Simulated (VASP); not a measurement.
# AlNi2 (P-3m1) in VASP: single point with r2SCAN

Aim: the single point of AlNi2 with r2SCAN.

Everything below comes from runs of VASP 6.6.1. Logs are shortened: lines on timing, memory, paths and dates and some standing lists are left out, and cuts for length are marked.

**1. The cell of the first run**

The structure is trigonal, space group P-3m1 (No. 164). Conventional cell: a = 3.974 Å, b = 3.974 Å, c = 4.904 Å, α = 90.00°, β = 90.00°, γ = 120.00°. Within 3.1 Å of Al (site symmetry 3m) lie 11 Ni at 2.37 to 2.75 Å and 3 Al at 2.96 Å. Ni (site symmetry 3m) has 5 Al at 2.37 to 2.48 Å and 9 Ni at 2.47 to 2.93 Å within 3.1 Å. Within 3.2 Å of Ni (site symmetry -3m) lie 8 Ni at 2.45 to 2.47 Å and 6 Al at 2.75 Å. Ni (site symmetry -3m) has 8 Ni at 2.45 to 2.77 Å and 6 Al at 2.48 Å within 3.2 Å.

**2. Single point, r2SCAN, collinear spin, ferromagnetic start**

File POSCAR:

```
AlNi2
1.0
    3.9740030242      0.0000000000      0.0000000000
   -1.9870015121      3.4415875737      0.0000000000
    0.0000000000      0.0000000000      4.9042588200
Al Ni
2 4
Direct
    0.3333333300      0.6666666700      0.1898740600
    0.6666666700      0.3333333300      0.8101259400
    0.3333333300      0.6666666700      0.6851100400
    0.6666666700      0.3333333300      0.3148899600
    0.0000000000      0.0000000000      0.5000000000
    0.0000000000      0.0000000000      0.0000000000
```

File INCAR.step1:

```
  ALGO = Normal
  EDIFF = 1E-4
  ENCUT = 520
  GGA = PE
  ISMEAR = 0
  ISPIN = 2
  LASPH = T
  LCHARG = F
  LMAXMIX = 4
  LREAL = F
  LWAVE = T
  MAGMOM = 0 0 2 2 2 2
  NBANDS = 36
  NELM = 150
  PREC = Accurate
  SIGMA = 0.1
```

File INCAR.step2:

```
  ALGO = Normal
  EDIFF = 1E-6
  ENCUT = 520
  ISIF = 2
  ISMEAR = 0
  ISPIN = 2
  ISTART = 1
  LASPH = T
  LCHARG = F
  LMAXMIX = 4
  LMIXTAU = T
  LORBIT = 11
  LREAL = F
  LWAVE = F
  MAGMOM = 0 0 2 2 2 2
  METAGGA = R2SCAN
  NBANDS = 36
  NELM = 150
  PREC = Accurate
  SIGMA = 0.1
```

File KPOINTS:

```
k-points
0
Gamma
  6 6 4
```

Potentials or basis: VASP PAW PBE potentials, release 64 (Al, Ni).

Command:

```sh
$ cat potpaw_PBE.64/Al/POTCAR potpaw_PBE.64/Ni/POTCAR > POTCAR
$ cp INCAR.step1 INCAR
$ mpirun -np 1 vasp_std > vasp.out
$ cp INCAR.step2 INCAR
$ mpirun -np 1 vasp_std > vasp.out
```

OUTCAR:

```text
EDIFF = 1E-6
   ENCUT = 520
   ISIF = 2
   ISMEAR = 0
   ISPIN = 2
   ISTART = 1
   LASPH = T
   LORBIT = 11
   LREAL = F
   METAGGA = R2SCAN
   NELM = 150
   PREC = Accurate

 ion  position               nearest neighbor table
   1  0.333  0.667  0.190-   4 2.37   4 2.37   4 2.37   3 2.43   3 2.48   6 2.48   6 2.48   6 2.48
                             5 2.75   5 2.75   5 2.75   2 2.96   2 2.96   2 2.96
   2  0.667  0.333  0.810-   3 2.37   3 2.37   3 2.37   4 2.43   4 2.48   6 2.48   6 2.48   6 2.48
                             5 2.75   5 2.75   5 2.75   1 2.96   1 2.96   1 2.96
   3  0.333  0.667  0.685-   2 2.37   2 2.37   2 2.37   1 2.43   5 2.47   5 2.47   5 2.47   1 2.48
                             6 2.77   6 2.77   6 2.77   4 2.93   4 2.93   4 2.93
   4  0.667  0.333  0.315-   1 2.37   1 2.37   1 2.37   2 2.43   5 2.47   5 2.47   5 2.47   2 2.48
                             6 2.77   6 2.77   6 2.77   3 2.93   3 2.93   3 2.93
   5  0.000  0.000  0.500-   6 2.45   6 2.45   3 2.47   4 2.47   4 2.47   3 2.47   4 2.47   3 2.47
                             1 2.75   2 2.75   1 2.75   2 2.75   2 2.75   1 2.75
   6  0.000  0.000  0.000-   5 2.45   5 2.45   1 2.48   2 2.48   2 2.48   1 2.48   2 2.48   1 2.48
                             3 2.77   4 2.77   4 2.77   3 2.77   3 2.77   4 2.77

  LATTYP: Found a hexagonal cell.
 ALAT       =     3.9740030242
 C/A-ratio  =     1.2340853266

  Lattice vectors:

 A1 = (   3.9740030242,   0.0000000000,   0.0000000000)
 A2 = (  -1.9870015121,   3.4415875737,   0.0000000000)
 A3 = (   0.0000000000,   0.0000000000,   4.9042588200)

Analysis of symmetry for initial positions (statically):
=====================================================================
 Subroutine PRICEL returns:
 Original cell was already a primitive cell.

 Routine SETGRP: Setting up the symmetry group for a
 hexagonal supercell.

 Subroutine GETGRP returns: Found 12 space group operations
 (whereof 12 operations were pure point group operations)
 out of a pool of 24 trial point group operations.

The static configuration has the point symmetry D_3d.

Analysis of symmetry for dynamics (positions and initial velocities):
=====================================================================
 Subroutine PRICEL returns:
 Original cell was already a primitive cell.

 Routine SETGRP: Setting up the symmetry group for a
 hexagonal supercell.

 Subroutine GETGRP returns: Found 12 space group operations
 (whereof 12 operations were pure point group operations)
 out of a pool of 24 trial point group operations.

The dynamic configuration has the point symmetry D_3d.

[... 157 lines left out ...]

 number of electron      46.0000031 magnetization      -0.0006302

 number of electron      46.0000031 magnetization       0.0000067

 Free energy of the ion-electron system (eV)
  ---------------------------------------------------
  ext. energy  EPLUGINS =         0.00000000
  ---------------------------------------------------
  free energy    TOTEN  =       -64.25361855 eV

  energy without entropy =      -64.23848692  energy(sigma->0) =      -64.24605273

 E-fermi :   9.9133     XC(G=0): -13.6508

 val. band max:        9.8595941990   @ k =   0.3333   0.0000   0.2500
 cond. band min:       9.9710303711   @ k =   0.5000   0.0000   0.2500
 fundamental gap:      0.1114361721
 Fermi energy:         9.9132992861

 spin component 1

 k-point     1 :       0.0000    0.0000    0.0000
  band No.  band energies     occupation
      1      -1.2030      1.00000
      2       4.4315      1.00000
      3       4.5611      1.00000
      4       5.9136      1.00000
      5       5.9136      1.00000
      6       6.4507      1.00000
[... 901 lines left out ...]
     34      19.5755      0.00000
     35      20.2591      0.00000
 Fermi energy:         9.9132992861

 spin component 2

 k-point     1 :       0.0000    0.0000    0.0000
  band No.  band energies     occupation
      1      -1.2030      1.00000
      2       4.4314      1.00000
      3       4.5611      1.00000
      4       5.9136      1.00000
      5       5.9136      1.00000
      6       6.4507      1.00000
[... 901 lines left out ...]
     34      19.5755      0.00000
     35      20.2591      0.00000
 [bands above 35 left out]

------------------------ aborting loop because EDIFF is reached ----------------------------------------

  FORCE on cell =-STRESS in cart. coord.  units (eV):
  Direction    XX          YY          ZZ          XY          YZ          ZX
  --------------------------------------------------------------------------------------
  -------------------------------------------------------------------------------------
  Total        0.3078051      0.3078051      0.4224026     -0.0000000      0.0000000      0.0000000
  in kB        7.3523470      7.3523470     10.0896659     -0.0000000      0.0000000      0.0000000
  external PRESSURE =       8.2647866 kB  Pullay stress =       0.0000000 kB

 VOLUME and BASIS-vectors are now :
 -----------------------------------------------------------------------------
  energy-cutoff  :      520.00
  volume of cell :       67.07
      direct lattice vectors                 reciprocal lattice vectors
     3.974003024  0.000000000  0.000000000     0.251635440  0.145281789  0.000000000
    -1.987001512  3.441587574  0.000000000     0.000000000  0.290563578  0.000000000
     0.000000000  0.000000000  4.904258820     0.000000000  0.000000000  0.203904410

 POSITION                                       TOTAL-FORCE (eV/Angst)
 -----------------------------------------------------------------------------------
     -0.00000      2.29439      0.93119         0.000000     -0.000000     -0.002787
      1.98700      1.14720      3.97307         0.000000      0.000000      0.002787
     -0.00000      2.29439      3.35996        -0.000000      0.000000     -0.015190
      1.98700      1.14720      1.54430         0.000000     -0.000000      0.015190
      0.00000      0.00000      2.45213        -0.000000      0.000000      0.000000
      0.00000      0.00000      0.00000        -0.000000      0.000000      0.000000
 -----------------------------------------------------------------------------------
    total drift:                                0.000000     -0.000000      0.000000

  FREE ENERGIE OF THE ION-ELECTRON SYSTEM (eV)
  ---------------------------------------------------
  free  energy   TOTEN  =       -64.2536185464 eV

  energy  without entropy=      -64.2384869223  energy(sigma->0) =      -64.24605273

 total charge

# of ion       s       p       d       tot
------------------------------------------
    1        0.404   0.433   0.000   0.836
    2        0.404   0.433   0.000   0.836
    3        0.510   0.556   8.481   9.546
    4        0.510   0.556   8.481   9.546
    5        0.483   0.527   8.407   9.416
    6        0.489   0.558   8.452   9.499
--------------------------------------------------
tot          2.799   3.061  33.821  39.681

 magnetization (x)

# of ion       s       p       d       tot
------------------------------------------
    1       -0.000  -0.000   0.000  -0.000
    2       -0.000  -0.000   0.000  -0.000
    3        0.000  -0.000   0.000   0.000
    4        0.000  -0.000   0.000   0.000
    5       -0.000  -0.000  -0.000  -0.000
    6        0.000   0.000   0.000   0.000
--------------------------------------------------
tot         -0.000  -0.000   0.000   0.000
```

OUTCAR.step1:

```text
EDIFF = 1E-4
   ENCUT = 520
   GGA = PE
   ISMEAR = 0
[... 2088 lines left out ...]
     -0.00000      2.29439      3.35996         0.000000     -0.000000      0.032556
      1.98700      1.14720      1.54430        -0.000000      0.000000     -0.032556
      0.00000      0.00000      2.45213        -0.000000      0.000000     -0.000000
      0.00000      0.00000      0.00000        -0.000000      0.000000     -0.000000
 -----------------------------------------------------------------------------------
    total drift:                                0.000000     -0.000000      0.000000

  FREE ENERGIE OF THE ION-ELECTRON SYSTEM (eV)
  ---------------------------------------------------
  free  energy   TOTEN  =       -32.3281279860 eV

  energy  without entropy=      -32.3120268300  energy(sigma->0) =      -32.32007741
```

It took 15 min on 1 thread of Intel Xeon 8259CL, shared host; peak memory 0.26 GiB.

Results:

| Quantity | Value |
| --- | --- |
| Free energy | -64.2536 eV |
| Pressure | 0.8 GPa |
| Largest force | 0.015 eV/Å |
| Band gap on the k mesh | zero (filled and empty bands overlap) |
| Net moment | 0.00 μB per cell |
| Valence electrons inside the program's atomic spheres | Al 0.84; Ni 9.55, 9.42, 9.50 (each value once) |

Forces on the atoms (eV/Å):
```
Al   0.000  0.000 -0.003
Al   0.000  0.000  0.003
Ni   0.000  0.000 -0.015
Ni   0.000  0.000  0.015
Ni   0.000  0.000  0.000
Ni   0.000  0.000  0.000
```

Caveat: the moments typed at the start vanished in this run; the PAW data sets were made with another functional, which shifts forces and pressure a little.

The gap in the log of VASP goes by the Fermi energy; the results here count the filled bands.